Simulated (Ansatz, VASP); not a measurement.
One calculation of K, two programs

```
CELL_PARAMETERS angstrom
0.00000 3.34603 3.34603
3.34603 0.00000 3.34603
3.34603 3.34603 0.00000
ATOMIC_POSITIONS crystal
K 0.00000 0.00000 0.00000
```

Change from the starting cell: volume scaled by 0.96, crystal datasets.

Alike in both runs: task electric field gradients; functional r2SCAN; k mesh 11 × 11 × 11; occupations fermi-dirac, width 0.05 eV; no spin polarisation.

|  | VASP | Ansatz |
| --- | --- | --- |
| version | VASP 6.6.1 | Ansatz 0.2.0 |
| potentials or method | VASP PAW PBE potentials, release 64 (K_sv), cutoff 520 eV | all-electron PAW with datasets made for the crystal, scalar-relativistic |

|  | VASP | Ansatz | Ansatz less VASP |
| --- | --- | --- | --- |
| pressure (GPa) | 0.1 | 0.1 | +0.02 |

VASP's potentials were made for PBE, not for r2SCAN. Ansatz ran all-electron here, and VASP with PAW potentials.
